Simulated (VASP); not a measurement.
HCl, 4 atoms in the cell. The typed cell holds 4 atoms: a = 3.517 Å, b = 3.517 Å, c = 5.645 Å, α = 90.00°, β = 90.00°, γ = 60.00°. 

```yaml
Program: VASP 6.6.1
Task: single point
Functional: r2SCAN
Potentials_or_basis: VASP PAW PBE potentials, release 64 (H, Cl)
Cutoff: 520 eV
k_mesh: 8 × 8 × 5
Occupations: fermi-dirac, width 0.1 eV
Spin: no spin polarisation
Dipole_correction: no
Further_INCAR_settings: ALGO = Normal; EDIFF = 1e-07; NBANDS = 16
```

Potentials or basis: VASP PAW PBE potentials, release 64 (H, Cl).

Run with:

```console
$ cat potpaw_PBE.64/H/POTCAR potpaw_PBE.64/Cl/POTCAR > POTCAR
$ cp INCAR.step1 INCAR
$ mpirun -np 1 vasp_std > vasp.out
$ cp INCAR.step2 INCAR
$ mpirun -np 1 vasp_std > vasp.out
```

Hardware: 1 thread of Intel Xeon 8259CL, with other jobs on the host.

**Question.** Estimate the wall time of this run.

**Answer.** Run time: 5.1 min on 1 thread of Intel Xeon 8259CL (shared host), peak memory 0.2 GiB. Counts: k points 63.
